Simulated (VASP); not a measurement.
Here is a VASP 6.6.1 calculation.

POSCAR

```
Sc
1.0
    0.0000000000      3.5189008446      3.5189008446
    3.5189008446      0.0000000000      3.5189008446
    3.5189008446      3.5189008446      0.0000000000
Sc
2
Direct
    0.1250000000      0.1250000000      0.1250000000
    0.8750000000      0.8750000000      0.8750000000
```

File INCAR.step1:

```
ALGO = Normal
EDIFF = 1E-4
ENCUT = 520
GGA = PE
ISMEAR = -1
ISPIN = 2
LASPH = True
LCHARG = False
LMAXMIX = 4
LREAL = False
LWAVE = True
MAGMOM = 1.227 1.227
NBANDS = 22
NELM = 150
PREC = Accurate
SIGMA = 0.05
```

Contents of INCAR.step2:

```
ALGO = Normal
EDIFF = 1E-7
ENCUT = 520
ISIF = 2
ISMEAR = -1
ISPIN = 2
ISTART = 1
LASPH = True
LCHARG = True
LELF = True
LMAXMIX = 4
LMIXTAU = True
LORBIT = 11
LREAL = False
LVHAR = True
LWAVE = False
MAGMOM = 1.227 1.227
METAGGA = R2SCAN
NBANDS = 22
NELM = 150
PREC = Accurate
SIGMA = 0.05
```

Contents of KPOINTS:

```
k-points
0
Gamma
  9 9 9
```

Potentials or basis: VASP PAW PBE potentials, release 64 (Sc_sv).

Run with:

```sh
$ cat potpaw_PBE.64/Sc_sv/POTCAR > POTCAR
$ cp INCAR.step1 INCAR
$ mpirun -np 1 vasp_std > vasp.out
$ cp INCAR.step2 INCAR
$ mpirun -np 1 vasp_std > vasp.out
```

(1) Predict the net moment.

(2) Predict the pressure.

(3) What does it give for the site moments?

## Answers

(1) 3.69 μB per cell.

(2) 0.0 GPa.

(3) Sc +1.24 μB.

Caveat: the PAW data sets were made with another functional, which shifts forces and pressure a little.
